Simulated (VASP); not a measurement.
# Si (Fd-3m) in VASP: further runs

The runs below take Si through single point, with PBE.

Everything below comes from runs of VASP 6.6.1. Logs are shortened: lines on timing, memory, paths and dates and some standing lists are left out, and cuts for length are marked.

## Step 1: The cell of the first run

The structure is cubic, space group Fd-3m (No. 227). Conventional cell: a = 5.471 Å, b = 5.471 Å, c = 5.471 Å, α = 90.00°, β = 90.00°, γ = 90.00°. Within 3.1 Å of Si (site symmetry -43m) lie 4 Si at 2.37 Å.

## Step 2: Single point, PBE

INCAR

```
PREC = Accurate ; ENCUT = 520
EDIFF = 1E-7 ; ISMEAR = -1
SIGMA = 0.05 ; LREAL = F
LASPH = T ; NELM = 100
ALGO = Normal ; ISIF = 2
LWAVE = F ; LCHARG = F
GGA = PE ; NBANDS = 11
```

KPOINTS

```
Automatic mesh
0
Gamma
  9 9 9
```

POSCAR

```
Si
1.0
    0.0000000000      2.7354874751      2.7354874751
    2.7354874751      0.0000000000      2.7354874751
    2.7354874751      2.7354874751      0.0000000000
Si
2
Direct
    0.5000000000      0.5000000000      0.5000000000
    0.7500000000      0.7500000000      0.7500000000
```

Potentials or basis: VASP PAW PBE potentials, release 64 (Si).

Launch:

```bash
cat potpaw_PBE.64/Si/POTCAR > POTCAR
mpirun -np 1 vasp_std > vasp.out
```

OUTCAR:

```text
PREC = Accurate
   ENCUT = 520
   EDIFF = 1E-7
   ISMEAR = -1
   LREAL = F
   LASPH = T
   NELM = 100
   ISIF = 2
   GGA = PE

 ion  position               nearest neighbor table
   1  0.500  0.500  0.500-   2 2.37   2 2.37   2 2.37   2 2.37
   2  0.750  0.750  0.750-   1 2.37   1 2.37   1 2.37   1 2.37

  LATTYP: Found a face centered cubic cell.
 ALAT       =     5.4709749502

  Lattice vectors:

 A1 = (   0.0000000000,   2.7354874751,   2.7354874751)
 A2 = (   2.7354874751,   0.0000000000,   2.7354874751)
 A3 = (   2.7354874751,   2.7354874751,   0.0000000000)

Analysis of symmetry for initial positions (statically):
=====================================================================
 Subroutine PRICEL returns:
 Original cell was already a primitive cell.

 Routine SETGRP: Setting up the symmetry group for a
 face centered cubic supercell.

 Subroutine GETGRP returns: Found 48 space group operations
 (whereof 24 operations were pure point group operations)
 out of a pool of 48 trial point group operations.

The static configuration has the point symmetry T_d .
 The point group associated with its full space group is O_h .

Analysis of symmetry for dynamics (positions and initial velocities):
=====================================================================
 Subroutine PRICEL returns:
 Original cell was already a primitive cell.

 Routine SETGRP: Setting up the symmetry group for a
 face centered cubic supercell.

 Subroutine GETGRP returns: Found 48 space group operations
 (whereof 24 operations were pure point group operations)
 out of a pool of 48 trial point group operations.

The dynamic configuration has the point symmetry T_d .
 The point group associated with its full space group is O_h .

 Subroutine INISYM returns: Found 48 space group operations
 (whereof 24 operations are pure point group operations),
 and found     1 'primitive' translations

----------------------------------------------------------------------------------------

                                     Primitive cell

  volume of cell :      40.9387

  direct lattice vectors                    reciprocal lattice vectors
     0.000000000  2.735487475  2.735487475    -0.182782778  0.182782778  0.182782778
     2.735487475  0.000000000  2.735487475     0.182782778 -0.182782778  0.182782778
     2.735487475  2.735487475  0.000000000     0.182782778  0.182782778 -0.182782778

  length of vectors
     3.868563487  3.868563487  3.868563487     0.316589058  0.316589058  0.316589058

  position of ions in fractional coordinates (direct lattice)
     0.500000000  0.500000000  0.500000000
     0.750000000  0.750000000  0.750000000

  ion indices of the primitive-cell ions
   primitive index   ion index
                 1           1
                 2           2

----------------------------------------------------------------------------------------

 KPOINTS: Automatic mesh

Automatic generation of k-mesh.
 Grid dimensions read from file:
 generate k-points for:    9    9    9

 Generating k-lattice:

  Cartesian coordinates                     Fractional coordinates (reciprocal lattice)
    -0.020309198  0.020309198  0.020309198     0.111111111  0.000000000  0.000000000
     0.020309198 -0.020309198  0.020309198     0.000000000  0.111111111  0.000000000
     0.020309198  0.020309198 -0.020309198     0.000000000  0.000000000  0.111111111

  Length of vectors
     0.035176562  0.035176562  0.035176562

  Shift w.r.t. Gamma in fractional coordinates (k-lattice)
     0.000000000  0.000000000  0.000000000

 Subroutine IBZKPT returns following result:
 ===========================================

 Found     35 irreducible k-points:

 Following reciprocal coordinates:
            Coordinates               Weight
  0.000000  0.000000  0.000000      1.000000
  0.111111  0.000000  0.000000      8.000000
  0.222222  0.000000  0.000000      8.000000
  0.333333  0.000000  0.000000      8.000000
  0.444444  0.000000  0.000000      8.000000
  0.111111  0.111111  0.000000      6.000000
[... 16 lines left out ...]
 -0.333333  0.333333  0.000000     12.000000
  0.444444  0.444444  0.000000      6.000000
 [... further k-points ...]
   k-points           NKPTS =     35   k-points in BZ     NKDIM =     35   number of bands    NBANDS=     11
   number of dos      NEDOS =    301   number of ions     NIONS =      2
   total plane-waves  NPLWV =  27000
   dimension x,y,z NGX =    30 NGY =   30 NGZ =   30
   dimension x,y,z NGXF=    60 NGYF=   60 NGZF=   60
   ions per type =               2
   NGX,Y,Z   is equivalent  to a cutoff of  12.89, 12.89, 12.89 a.u.
   NGXF,Y,Z  is equivalent  to a cutoff of  25.78, 25.78, 25.78 a.u.
 SYSTEM =  unknown system
   PREC   = accura    normal or accurate (medium, high low for compatibility)
   ISTART =      0    job   : 0-new  1-cont  2-samecut
   ICHARG =      2    charge: 1-file 2-atom 10-const
   ISPIN  =      1    spin polarized calculation?
   LNONCOLLINEAR =      F non collinear calculations
   LSORBIT =      F    spin-orbit coupling
   LASPH  =      T    aspherical Exc in radial PAW
   ENCUT  =  520.0 eV  38.22 Ry    6.18 a.u.   7.19  7.19  7.19*2*pi/ulx,y,z
   NELM   =    100;   NELMIN=  2; NELMDL= -5     # of ELM steps
   EDIFF  = 0.1E-06   stopping-criterion for ELM
   LREAL  =      F    real-space projection
   EDIFFG = 0.1E-05   stopping-criterion for IOM
   NSW    =      0    number of steps for IOM
   IBRION =     -1    ionic relax: 0-MD 1-quasi-New 2-CG
   NFREE  =      0    steps in history (QN), initial steepest desc. (CG)
   ISIF   =      2    stress and relaxation
   ISYM   =      2    0-nonsym 1-usesym 2-fastsym
   POTIM  = 0.5000    time-step for ionic-motion
   TEBEG  =    0.0;   TEEND  =   0.0 temperature during run
   PSTRESS=    0.0 pullay stress
   NELECT =       8.0000    total number of electrons
   NUPDOWN=      -1.0000    fix difference up-down
   EMIN   =  10.00;   EMAX   =-10.00  energy-range for DOS
   EFERMI =   0.00;   METHOD = LEGACY
   ISMEAR =    -1;   SIGMA  =   0.05  broadening in eV -4-tet -1-fermi 0-gaus
   EFERMI_NEDOS =   21; number of points for ismear=-14 and -15
   IALGO  =     38    algorithm
   IMIX   =      4    mixing-type and parameters
     AMIX     =   0.40;   BMIX     =  1.00
     AMIX_MAG =   1.60;   BMIX_MAG =  1.00
  volume/ion in A,a.u.               =      20.47       138.13
  Fermi-wavevector in a.u.,A,eV,Ry     =   0.950007  1.795253 12.279437  0.902513
  Thomas-Fermi vector in A             =   2.078343
   LORBIT       =      0    0 simple, 1 ext, 2 COOP (PROOUT), +10 PAW based schemes
   GGA     = PE    functional components
   LHFCALC =     F    Hartree Fock is set to
   AEXX    =    0.0000 exact exchange contribution
   IVDW    =     0    specifies the selected vdW correction
   LEPSILON=     F    determine dielectric tensor
   LRPA    =     F    only Hartree local field effects (RPA)
 non-spin polarized calculation
  energy-cutoff  :      520.00
  volume of cell :       40.94
 maximum number of plane-waves:      1118
 NGX is ok and might be reduce to    30
   NGX = 15   NGY = 15   NGZ = 15

 number of electron       8.0000001 magnetization

 Free energy of the ion-electron system (eV)
  ---------------------------------------------------
  ext. energy  EPLUGINS =         0.00000000
  ---------------------------------------------------
  free energy    TOTEN  =       -10.84826754 eV

  energy without entropy =      -10.84824896  energy(sigma->0) =      -10.84825825

 E-fermi :   5.8999     XC(G=0):  -9.3221

 val. band max:        5.6043882264   @ k =   0.0000   0.0000   0.0000
 cond. band min:       6.2298409910   @ k =   0.4444   0.4444   0.0000
 fundamental gap:      0.6254527647
 Fermi energy:         5.8999109605

 k-point     1 :       0.0000    0.0000    0.0000
  band No.  band energies     occupation
      1      -6.2020      2.00000
      2       5.6044      1.99459
      3       5.6044      1.99459
      4       5.6044      1.99459
      5       8.1606      0.00000
      6       8.1606      0.00000
      7       8.1606      0.00000
      8       8.7243      0.00000
      9      13.3126      0.00000
     10      13.3126      0.00000
     11      13.4774      0.00000

 k-point     2 :       0.1111    0.0000    0.0000
  band No.  band energies     occupation
      1      -6.0436      2.00000
      2       4.2655      2.00000
      3       5.3725      1.99995
      4       5.3725      1.99995
      5       8.0901      0.00000
      6       8.5024      0.00000
      7       8.5024      0.00000
      8       9.8852      0.00000
      9      12.9070      0.00000
     10      12.9070      0.00000
     11      14.1144      0.00000

 k-point     3 :       0.2222    0.0000    0.0000
  band No.  band energies     occupation
      1      -5.5784      2.00000
      2       2.2175      2.00000
      3       4.9561      2.00000
      4       4.9561      2.00000
      5       7.6649      0.00000
      6       9.0263      0.00000
      7       9.0263      0.00000
      8      11.8670      0.00000
      9      12.6834      0.00000
     10      12.6834      0.00000
     11      14.6302      0.00000

 k-point     4 :       0.3333    0.0000    0.0000
  band No.  band energies     occupation
      1      -4.8535      2.00000
      2       0.3385      2.00000
      3       4.6229      2.00000
      4       4.6229      2.00000
      5       7.2927      0.00000
      6       9.1073      0.00000
      7       9.1073      0.00000
      8      13.3827      0.00000
      9      13.5571      0.00000
     10      13.5571      0.00000
     11      14.5777      0.00000

 k-point     5 :       0.4444    0.0000    0.0000
  band No.  band energies     occupation
      1      -4.0836      2.00000
      2      -1.0264      2.00000
      3       4.4489      2.00000
      4       4.4489      2.00000
      5       7.0922      0.00000
      6       8.9778      0.00000
      7       8.9778      0.00000
      8      13.3410      0.00000
      9      15.3045      0.00000
     10      15.3045      0.00000
     11      16.2304      0.00000
[... 211 lines left out ...]
 k-point    21 :       0.4444    0.3333    0.0000
  band No.  band energies     occupation
      1      -3.6103      2.00000
      2      -0.4171      2.00000
      3       2.5342      2.00000
      4       3.0855      2.00000
      5       6.6070      0.00000
      6       7.6665      0.00000
      7      13.0603      0.00000
      8      13.1264      0.00000
      9      16.7635      0.00000
     10      16.9162      0.00000
     11      17.3424      0.00000

 k-point    22 :      -0.4444    0.3333    0.0000
  band No.  band energies     occupation
      1      -2.8360      2.00000
      2      -1.2957      2.00000
      3       1.6535      2.00000
      4       3.1901      2.00000
      5       6.8034      0.00000
      6       9.2391      0.00000
      7      12.7599      0.00000
      8      12.8512      0.00000
      9      14.9550      0.00000
     10      15.0353      0.00000
     11      18.9805      0.00000

 k-point    23 :      -0.3333    0.3333    0.0000
  band No.  band energies     occupation
      1      -3.0093      2.00000
      2      -1.1059      2.00000
      3       1.2996      2.00000
      4       3.5378      2.00000
      5       7.1932      0.00000
      6      11.3802      0.00000
      7      12.0077      0.00000
      8      12.5688      0.00000
      9      12.8917      0.00000
     10      13.2557      0.00000
     11      19.8369      0.00000

 k-point    24 :       0.4444    0.4444    0.0000
  band No.  band energies     occupation
      1      -2.9474      2.00000
      2      -1.2654      2.00000
      3       2.8613      2.00000
      4       2.8613      2.00000
      5       6.2298      0.00272
      6       6.6302      0.00000
      7      14.8141      0.00000
      8      14.8141      0.00000
      9      17.0575      0.00000
     10      17.2394      0.00000
     11      17.2395      0.00000

 [... further k-points ...]
[... 5 lines left out ...]
  --------------------------------------------------------------------------------------
  -------------------------------------------------------------------------------------
  Total       -0.0295121     -0.0295121     -0.0295121     -0.0000000      0.0000000     -0.0000000
  in kB       -1.1549870     -1.1549870     -1.1549870     -0.0000000      0.0000000     -0.0000000
  external PRESSURE =      -1.1549870 kB  Pullay stress =       0.0000000 kB

 VOLUME and BASIS-vectors are now :
 -----------------------------------------------------------------------------
  energy-cutoff  :      520.00
  volume of cell :       40.94
      direct lattice vectors                 reciprocal lattice vectors
     0.000000000  2.735487475  2.735487475    -0.182782778  0.182782778  0.182782778
     2.735487475  0.000000000  2.735487475     0.182782778 -0.182782778  0.182782778
     2.735487475  2.735487475  0.000000000     0.182782778  0.182782778 -0.182782778

 POSITION                                       TOTAL-FORCE (eV/Angst)
 -----------------------------------------------------------------------------------
      2.73549      2.73549      2.73549        -0.000000     -0.000000     -0.000000
      4.10323      4.10323      4.10323         0.000000      0.000000      0.000000
 -----------------------------------------------------------------------------------
    total drift:                                0.000000     -0.000000     -0.000000

  FREE ENERGIE OF THE ION-ELECTRON SYSTEM (eV)
  ---------------------------------------------------
  free  energy   TOTEN  =       -10.8482675415 eV

  energy  without entropy=      -10.8482489563  energy(sigma->0) =      -10.84825825
```

Run time: 9.3 s. Hardware: 1 thread of Intel Xeon Platinum 8488C (Sapphire Rapids), shared host; peak memory 0.16 GiB.

What came out:

```
Free energy            : -10.8483 eV
Pressure               : -0.1 GPa
Band gap on the k mesh : 0.63 eV, indirect (least direct gap 2.56 eV)
```

(Continued in part 2 of 2.)
